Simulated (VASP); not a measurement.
# Ti in VASP: further runs

Runs on Ti. Level: PBEsol. Tasks: single point.

All numbers are computed with VASP 6.6.1; they aren't measurements. Logs are shortened: lines on timing, memory, paths and dates and some standing lists are left out, and cuts for length are marked.

## 1. The cell of the first run

The structure is trigonal, space group R-3m (No. 166). The conventional cell has a = 2.949 Å, b = 2.949 Å, c = 6.794 Å, α = 90.00°, β = 90.00°, γ = 120.00°. Ti (site symmetry -3m) has 12 Ti at 2.83 to 2.95 Å within 3.7 Å.

## 2. Single point, PBEsol

The input, INCAR:

```
SYSTEM = Ti
PREC     = Accurate       ! precision mode
ENCUT    = 520            ! plane-wave cutoff, eV
EDIFF    = 1E-6           ! SCF threshold, eV
ISMEAR   = 0              ! smearing method
SIGMA    = 0.1            ! smearing width, eV
LREAL    = .False.        ! projectors in reciprocal space
LASPH    = .True.         ! aspherical terms in the spheres
NELM     = 60             ! most SCF steps
ALGO     = Fast           ! electronic algorithm
ISIF     = 2              ! what is computed and relaxed
LWAVE    = .False.        ! write WAVECAR
LCHARG   = .False.        ! write CHGCAR
GGA      = PS             ! functional
ISYM     = 0            
NBANDS   = 12             ! bands
```

The input, KPOINTS:

```
regular mesh
0
Gamma
  12 12 15
  0 0 0
```

The input, POSCAR:

```
Ti
1.0
    2.9489258870      0.0000000000      0.0000000000
   -1.4744629435      2.5538447321      0.0000000000
    1.4744629435      0.8512815774      2.2646603804
Ti
1
Direct
    0.0000000000      0.0000000000      0.0000000000
```

Potentials or basis: VASP PAW PBE potentials, release 64 (Ti_sv).

Launch:

```
cat potpaw_PBE.64/Ti_sv/POTCAR > POTCAR
mpirun -np 1 vasp_std > vasp.out
```

OUTCAR:

```text
SYSTEM = Ti
   PREC = Accurate
   ENCUT = 520
   EDIFF = 1E-6
   ISMEAR = 0
   LREAL = .False.
   LASPH = .True.
   NELM = 60
   ISIF = 2
   GGA = PS
   ISYM = 0

 ion  position               nearest neighbor table
   1  0.000  0.000  0.000-

IMPORTANT INFORMATION: All symmetrisations will be switched off!
NOSYMM: (Re-)initialisation of all symmetry stuff for point group C_1.

----------------------------------------------------------------------------------------

                                     Primitive cell

  volume of cell :      17.0554

  direct lattice vectors                    reciprocal lattice vectors
     2.948925887  0.000000000  0.000000000     0.339106522  0.195783242 -0.294378209
    -1.474462944  2.553844732  0.000000000     0.000000000  0.391566483 -0.147189104
     1.474462944  0.851281577  2.264660380     0.000000000  0.000000000  0.441567313

  length of vectors
     2.948925887  2.948925887  2.833268066     0.489880435  0.418316798  0.441567313

  position of ions in fractional coordinates (direct lattice)
     0.000000000  0.000000000  0.000000000

  ion indices of the primitive-cell ions
   primitive index   ion index
                 1           1

----------------------------------------------------------------------------------------

 KPOINTS: regular mesh

Automatic generation of k-mesh.
 Grid dimensions read from file:
 generate k-points for:   12   12   15

 Generating k-lattice:

  Cartesian coordinates                     Fractional coordinates (reciprocal lattice)
     0.028258877  0.016315270 -0.024531517     0.083333333  0.000000000  0.000000000
     0.000000000  0.032630540 -0.012265759     0.000000000  0.083333333  0.000000000
     0.000000000  0.000000000  0.029437821     0.000000000  0.000000000  0.066666667

  Length of vectors
     0.040823370  0.034859733  0.029437821

  Shift w.r.t. Gamma in fractional coordinates (k-lattice)
     0.000000000  0.000000000  0.000000000

 -----------------------------------------------------------------------------
|                                                                             |
|           W    W    AA    RRRRR   N    N  II  N    N   GGGG   !!!           |
|           W    W   A  A   R    R  NN   N  II  NN   N  G    G  !!!           |
|           W    W  A    A  R    R  N N  N  II  N N  N  G       !!!           |
|           W WW W  AAAAAA  RRRRR   N  N N  II  N  N N  G  GGG   !            |
|           WW  WW  A    A  R   R   N   NN  II  N   NN  G    G                |
|           W    W  A    A  R    R  N    N  II  N    N   GGGG   !!!           |
|                                                                             |
|     Your reciprocal lattice and k-lattice belong to different lattice       |
|     classes:                                                                |
|                                                                             |
|        The reciprocal lattice is rhombohedral (trigonal),                   |
|        whereas your k-lattice is base-centered monoclinic.                  |
|                                                                             |
|     Results are often still useful ...                                      |
|                                                                             |
 -----------------------------------------------------------------------------

 WARNING: IBZKPT: internal override: KBLOWUP is changed to .FALSE.
      ... skipping the blow-up phase ...

 Subroutine IBZKPT returns following result:
 ===========================================

 Found   1082 irreducible k-points:

 Following reciprocal coordinates:
            Coordinates               Weight
  0.000000  0.000000  0.000000      1.000000
  0.083333  0.000000 -0.000000      2.000000
  0.166667 -0.000000 -0.000000      2.000000
  0.250000  0.000000  0.000000      2.000000
  0.333333 -0.000000  0.000000      2.000000
  0.416667  0.000000  0.000000      2.000000
[... 16 lines left out ...]
  0.250000  0.166667  0.000000      2.000000
  0.333333  0.166667  0.000000      2.000000
 [... further k-points ...]
   k-points           NKPTS =   1082   k-points in BZ     NKDIM =   1082   number of bands    NBANDS=     12
   number of dos      NEDOS =    301   number of ions     NIONS =      1
   total plane-waves  NPLWV =  13824
   dimension x,y,z NGX =    24 NGY =   24 NGZ =   24
   dimension x,y,z NGXF=    48 NGYF=   48 NGZF=   48
   ions per type =               1
   NGX,Y,Z   is equivalent  to a cutoff of  13.53, 13.53, 14.08 a.u.
   NGXF,Y,Z  is equivalent  to a cutoff of  27.06, 27.06, 28.16 a.u.
 SYSTEM =  Ti
   PREC   = accura    normal or accurate (medium, high low for compatibility)
   ISTART =      0    job   : 0-new  1-cont  2-samecut
   ICHARG =      2    charge: 1-file 2-atom 10-const
   ISPIN  =      1    spin polarized calculation?
   LNONCOLLINEAR =      F non collinear calculations
   LSORBIT =      F    spin-orbit coupling
   LASPH  =      T    aspherical Exc in radial PAW
   ENCUT  =  520.0 eV  38.22 Ry    6.18 a.u.   5.48  5.48  5.27*2*pi/ulx,y,z
   NELM   =     60;   NELMIN=  2; NELMDL= -5     # of ELM steps
   EDIFF  = 0.1E-05   stopping-criterion for ELM
   LREAL  =      F    real-space projection
   EDIFFG = 0.1E-04   stopping-criterion for IOM
   NSW    =      0    number of steps for IOM
   IBRION =     -1    ionic relax: 0-MD 1-quasi-New 2-CG
   NFREE  =      0    steps in history (QN), initial steepest desc. (CG)
   ISIF   =      2    stress and relaxation
   ISYM   =      0    0-nonsym 1-usesym 2-fastsym
   POTIM  = 0.5000    time-step for ionic-motion
   TEBEG  =    0.0;   TEEND  =   0.0 temperature during run
   PSTRESS=    0.0 pullay stress
   NELECT =      12.0000    total number of electrons
   NUPDOWN=      -1.0000    fix difference up-down
   EMIN   =  10.00;   EMAX   =-10.00  energy-range for DOS
   EFERMI =   0.00;   METHOD = LEGACY
   ISMEAR =     0;   SIGMA  =   0.10  broadening in eV -4-tet -1-fermi 0-gaus
   EFERMI_NEDOS =   21; number of points for ismear=-14 and -15
   IALGO  =     68    algorithm
   IMIX   =      4    mixing-type and parameters
     AMIX     =   0.40;   BMIX     =  1.00
     AMIX_MAG =   1.60;   BMIX_MAG =  1.00
  volume/ion in A,a.u.               =      17.06       115.10
  Fermi-wavevector in a.u.,A,eV,Ry     =   1.456067  2.751568 28.846145  2.120132
  Thomas-Fermi vector in A             =   2.573029
   LORBIT       =      0    0 simple, 1 ext, 2 COOP (PROOUT), +10 PAW based schemes
   GGA     = PS    functional components
   LHFCALC =     F    Hartree Fock is set to
   AEXX    =    0.0000 exact exchange contribution
   IVDW    =     0    specifies the selected vdW correction
   LEPSILON=     F    determine dielectric tensor
   LRPA    =     F    only Hartree local field effects (RPA)
 non-spin polarized calculation
 RMM-DIIS sequential band-by-band and
 Gauss-broadening in eV      SIGMA  =   0.10
  energy-cutoff  :      520.00
  volume of cell :       17.06
 maximum number of plane-waves:       483
 NGX is ok and might be reduce to    24
   NGX = 11   NGY = 11   NGZ = 11

 number of electron      11.9999999 magnetization

 Free energy of the ion-electron system (eV)
  ---------------------------------------------------
  ext. energy  EPLUGINS =         0.00000000
  ---------------------------------------------------
  free energy    TOTEN  =        -8.26847078 eV

  energy without entropy =       -8.26008839  energy(sigma->0) =       -8.26427958

 E-fermi :   8.2845     XC(G=0): -11.7208

 val. band max:        8.2785085891   @ k =  -0.2500   0.2500   0.0000
 cond. band min:       8.2928053306   @ k =  -0.1667   0.2500   0.0667
 fundamental gap:      0.0142967415
 Fermi energy:         8.2845497694

 k-point     1 :       0.0000    0.0000    0.0000
  band No.  band energies     occupation
      1     -48.1607      2.00000
      2     -24.1122      2.00000
      3     -24.1113      2.00000
      4     -24.0411      2.00000
      5       2.1508      2.00000
      6       8.9275      0.00000
      7       8.9283      0.00000
      8       9.6061      0.00000
      9      10.8759      0.00000
     10      10.8771      0.00000
     11      23.5893      0.00000
     12      27.6165      0.00000

 k-point     2 :       0.0833    0.0000   -0.0000
  band No.  band energies     occupation
      1     -48.1487      2.00000
      2     -24.1474      2.00000
      3     -24.1308      2.00000
      4     -24.0703      2.00000
      5       2.4547      2.00000
      6       8.8094      0.00000
      7       9.0759      0.00000
      8       9.6258      0.00000
      9      10.6547      0.00000
     10      10.9391      0.00000
     11      23.8518      0.00000
     12      26.7700      0.00000

 k-point     3 :       0.1667   -0.0000   -0.0000
  band No.  band energies     occupation
      1     -48.1157      2.00000
      2     -24.2689      2.00000
      3     -24.1816      2.00000
      4     -24.1239      2.00000
      5       3.3057      2.00000
      6       8.3367      0.46041
      7       9.5105      0.00000
      8       9.8583      0.00000
      9      10.1341      0.00000
     10      11.1163      0.00000
     11      24.4330      0.00000
     12      25.4060      0.00000
[... 286 lines left out ...]
 k-point    23 :       0.2500    0.1667    0.0000
  band No.  band energies     occupation
      1     -48.0221      2.00000
      2     -24.6471      2.00000
      3     -24.3214      2.00000
      4     -24.2238      2.00000
      5       5.8214      2.00000
      6       7.2260      2.00000
      7       8.8447      0.00000
      8      10.6066      0.00000
      9      11.8430      0.00000
     10      12.0829      0.00000
     11      19.2399      0.00000
     12      22.4823      0.00000

 k-point    24 :       0.3333    0.1667    0.0000
  band No.  band energies     occupation
      1     -47.9932      2.00000
      2     -24.7029      2.00000
      3     -24.4126      2.00000
      4     -24.2585      2.00000
      5       6.0811      2.00000
      6       6.8672      2.00000
      7       9.3781      0.00000
      8      11.1559      0.00000
      9      12.0714      0.00000
     10      13.3560      0.00000
     11      17.9846      0.00000
     12      20.1973      0.00000

 [... further k-points ...]

------------------------ aborting loop because EDIFF is reached ----------------------------------------

  FORCE on cell =-STRESS in cart. coord.  units (eV):
  Direction    XX          YY          ZZ          XY          YZ          ZX
  --------------------------------------------------------------------------------------
  -------------------------------------------------------------------------------------
  Total       -0.5371337     -0.5456358      0.2297343      0.0073688     -0.0064869     -0.0112088
  in kB      -50.4581767    -51.2568603     21.5811696      0.6922264     -0.6093761     -1.0529466
  external PRESSURE =     -26.7112891 kB  Pullay stress =       0.0000000 kB

 VOLUME and BASIS-vectors are now :
 -----------------------------------------------------------------------------
  energy-cutoff  :      520.00
  volume of cell :       17.06
      direct lattice vectors                 reciprocal lattice vectors
     2.948925887  0.000000000  0.000000000     0.339106522  0.195783242 -0.294378209
    -1.474462944  2.553844732  0.000000000     0.000000000  0.391566483 -0.147189104
     1.474462944  0.851281577  2.264660380     0.000000000  0.000000000  0.441567313

 POSITION                                       TOTAL-FORCE (eV/Angst)
 -----------------------------------------------------------------------------------
      0.00000      0.00000      0.00000        -0.000001     -0.000003      0.000008
 -----------------------------------------------------------------------------------
    total drift:                               -0.000001     -0.000003      0.000008

  FREE ENERGIE OF THE ION-ELECTRON SYSTEM (eV)
  ---------------------------------------------------
  free  energy   TOTEN  =        -8.2684707781 eV

  energy  without entropy=       -8.2600883867  energy(sigma->0) =       -8.26427958
```

Wall time 4.2 min (1 thread of Intel Xeon Platinum 8259CL at 2.50GHz (Skylake/Cascade Lake), shared host); peak memory 0.32 GiB.

What came out:

| Quantity | Value |
| --- | --- |
| Free energy | -8.2685 eV |
| Pressure | -2.7 GPa |
| Band gap on the k mesh | zero (band 6 reaches 9.19 eV, above the bottom of band 7 at 7.86 eV) |

Levels at points of the mesh, in eV from the Fermi level:
| k point | band 2 | band 3 | band 4 | band 5 | band 6 | band 7 | band 8 | band 9 | band 10 | band 11 |
| --- | --- | --- | --- | --- | --- | --- | --- | --- | --- | --- |
| (0.00, 0.00, 0.00) | -32.40 | -32.40 | -32.33 | -6.13 | 0.64 | 0.64 | 1.32 | 2.59 | 2.59 | 15.30 |
| (0.50, 0.00, 0.00) | -33.06 | -32.67 | -32.58 | -2.64 | -1.76 | 2.95 | 3.59 | 3.94 | 4.04 | 10.81 |
| (0.00, 0.50, 0.00) | -33.09 | -32.46 | -32.43 | -2.65 | 0.47 | 0.52 | 1.16 | 3.46 | 3.77 | 8.19 |
| (0.50, 0.50, 0.00) | -33.09 | -32.46 | -32.43 | -2.65 | 0.47 | 0.52 | 1.16 | 3.46 | 3.77 | 8.19 |

Caveat: the PAW data sets were made with another functional, which shifts forces and pressure a little.

## 3. Single point, PBEsol

This run uses another cell than the first one, of 17.28 Å³/atom, 1.013 times its volume.

The input, INCAR:

```
SYSTEM = Ti
ALGO     = Fast           ! electronic algorithm
EDIFF    = 1E-7           ! SCF threshold, eV
ENCUT    = 520            ! plane-wave cutoff, eV
GGA      = PS             ! functional
ISIF     = 2              ! what is computed and relaxed
ISMEAR   = 0              ! smearing method
ISYM     = 0            
LASPH    = .TRUE.         ! aspherical terms in the spheres
LCHARG   = .FALSE.        ! write CHGCAR
LREAL    = .FALSE.        ! projectors in reciprocal space
LWAVE    = .FALSE.        ! write WAVECAR
NBANDS   = 12             ! bands
NELM     = 80             ! most SCF steps
PREC     = Accurate       ! precision mode
SIGMA    = 0.1            ! smearing width, eV
```

The input, KPOINTS:

```
k-points
0
G
  12 12 15
  0 0 0
```

The input, POSCAR:

```
Ti
1.0
    2.9489241659     -0.0000009937     -0.0031860562
   -1.4744629435      2.5538447321      0.0000000000
    1.4720150289      0.8498682732      2.2920854876
Ti
1
Direct
    0.0000000000      0.0000000000      0.0000000000
```

Potentials or basis: VASP PAW PBE potentials, release 64 (Ti_sv).

Launch:

```
cat potpaw_PBE.64/Ti_sv/POTCAR > POTCAR
mpirun -np 1 vasp_std > vasp.out
```

OUTCAR:

```text
SYSTEM = Ti
   EDIFF = 1E-7
   ENCUT = 520
   GGA = PS
   ISIF = 2
   ISMEAR = 0
   ISYM = 0
   LASPH = .TRUE.
   LREAL = .FALSE.
   NELM = 80
   PREC = Accurate

 ion  position               nearest neighbor table
   1  0.000  0.000  0.000-

IMPORTANT INFORMATION: All symmetrisations will be switched off!
NOSYMM: (Re-)initialisation of all symmetry stuff for point group C_1.

----------------------------------------------------------------------------------------

                                     Primitive cell

[... 499 lines left out ...]
      8       9.9333      0.00000
      9      10.7645      0.00000
     10      11.4204      0.00000
     11      20.4068      0.00000
     12      24.0055      0.00000

 [... further k-points ...]
[... 5 lines left out ...]
  --------------------------------------------------------------------------------------
  -------------------------------------------------------------------------------------
  Total       -0.6358542     -0.6490201     -0.0366367      0.0114058     -0.0017560     -0.0030338
  in kB      -58.9627479    -60.1836188     -3.3973248      1.0576632     -0.1628375     -0.2813261
  external PRESSURE =     -40.8478972 kB  Pullay stress =       0.0000000 kB

 VOLUME and BASIS-vectors are now :
 -----------------------------------------------------------------------------
  energy-cutoff  :      520.00
  volume of cell :       17.28
      direct lattice vectors                 reciprocal lattice vectors
     2.948924166 -0.000000994 -0.003186056     0.338793352  0.195602433 -0.290104890
    -1.474462944  2.553844732  0.000000000    -0.000156585  0.391476079 -0.145052445
     1.472015029  0.849868273  2.292085488     0.000470931  0.000271892  0.435880649

 POSITION                                       TOTAL-FORCE (eV/Angst)
 -----------------------------------------------------------------------------------
      0.00000      0.00000      0.00000        -0.000002      0.000001      0.000001
 -----------------------------------------------------------------------------------
    total drift:                               -0.000002      0.000001      0.000001

  FREE ENERGIE OF THE ION-ELECTRON SYSTEM (eV)
  ---------------------------------------------------
  free  energy   TOTEN  =        -8.2698893238 eV

  energy  without entropy=       -8.2613341019  energy(sigma->0) =       -8.26561171
```

OSZICAR:

```text
N       E                     dE             d eps       ncg     rms          rms(c)
DAV:   1     0.864043803912E+02    0.86404E+02   -0.65417E+03 26076   0.121E+03
DAV:   2    -0.505886685832E+01   -0.91463E+02   -0.89030E+02 26404   0.296E+02
DAV:   3    -0.931051374193E+01   -0.42516E+01   -0.42063E+01 36236   0.651E+01
[... 16 lines left out ...]
RMM:  20    -0.826988860074E+01   -0.54063E-06   -0.48392E-06 31393   0.108E-02    0.177E-03
RMM:  21    -0.826988895268E+01   -0.35194E-06   -0.32704E-06 28842   0.734E-03    0.297E-03
RMM:  22    -0.826988912013E+01   -0.16745E-06   -0.15099E-06 26136   0.555E-03    0.301E-03
RMM:  23    -0.826988925324E+01   -0.13311E-06   -0.12284E-06 23562   0.423E-03    0.316E-03
RMM:  24    -0.826988932380E+01   -0.70562E-07   -0.67444E-07 22538   0.355E-03
   1 F= -.82698893E+01 E0= -.82656117E+01  d E =-.855522E-02
```

Run time: 5.2 min. Hardware: 1 thread of Intel Xeon Platinum 8259CL at 2.50GHz (Skylake/Cascade Lake), shared host; peak memory 0.33 GiB.

Results:

```yaml
Free_energy: -8.2699 eV
Pressure: -4.1 GPa
Band_gap_on_the_k_mesh: zero (band 6 reaches 8.97 eV, above the bottom of band 7 at 7.71 eV)
```

Levels at points of the mesh, in eV from the Fermi level:
```csv
k point,band 4,band 5,band 6,band 7,band 8,band 9
"(0.00, 0.00, 0.00)",-32.38,-6.11,0.69,0.69,1.22,2.53
"(0.50, 0.00, 0.00)",-32.62,-2.60,-1.72,2.86,3.55,3.88
"(0.00, 0.50, 0.00)",-32.47,-2.62,0.52,0.52,1.07,3.45
"(0.50, 0.50, 0.00)",-32.47,-2.62,0.52,0.52,1.07,3.45
```

Caveat: the PAW data sets were made with another functional, which shifts forces and pressure a little.
